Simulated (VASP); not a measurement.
Write the native input for VASP 6.6.1 that does the following.

- Task: single point
- Functional: PBEsol
- Potentials or basis: VASP PAW PBE potentials, release 64 (Au)
- Cutoff: 520 eV
- k mesh: 16 × 16 × 16
- Occupations: gaussian, width 0.1 eV
- Spin: no spin polarisation
- Dipole correction: no
- Further INCAR settings: ALGO = Fast; EDIFF = 1e-07; NBANDS = 18

The structure of Au lies in POSCAR:

```
Au
1.0
    3.3130609268      0.0000000000      0.0000000000
    0.0000000000      3.3130609268      0.0000000000
    0.0000000000      0.0000000000      3.1124609163
Au
2
Direct
    0.0000000000      0.0000000000      0.0000000000
    0.5000000000      0.5000000000      0.5000000000
```

This cell differs from its parent crystal: uniaxial strain along c: -4.0 %, then relaxed in part.

These files were run (other wordings do the same):

INCAR

```
SYSTEM = Au
  PREC = Accurate
  ENCUT = 520
  EDIFF = 1E-7
  ISMEAR = 0
  SIGMA = 0.1
  LREAL = .FALSE.
  LASPH = .TRUE.
  NELM = 80
  ALGO = Fast
  ISIF = 2
  LWAVE = .FALSE.
  LCHARG = .TRUE.
  GGA = PS
  LELF = .TRUE.
  LVHAR = .TRUE.
  NBANDS = 18
```

KPOINTS

```
regular mesh
0
G
  16 16 16
  0 0 0
```

Potentials or basis: VASP PAW PBE potentials, release 64 (Au).

Run with:

```console
$ cat potpaw_PBE.64/Au/POTCAR > POTCAR
$ mpirun -np 1 vasp_std > vasp.out
```

It gave:

| Property | Result |
| --- | --- |
| Pressure | -0.5 GPa |
| Band gap on the k mesh | zero (bands 11 and 12 overlap by 5.38 eV) |

Caveat: the cell differs from its parent crystal (uniaxial strain along c: -4.0 %, then relaxed in part); the PAW data sets were made with another functional, which shifts forces and pressure a little; spin-orbit coupling is left out, which moves the levels of the heavy elements.

Wall time 5.4 min on 1 thread of Intel Xeon 8259CL, on a shared host, peak memory 0.31 GiB.
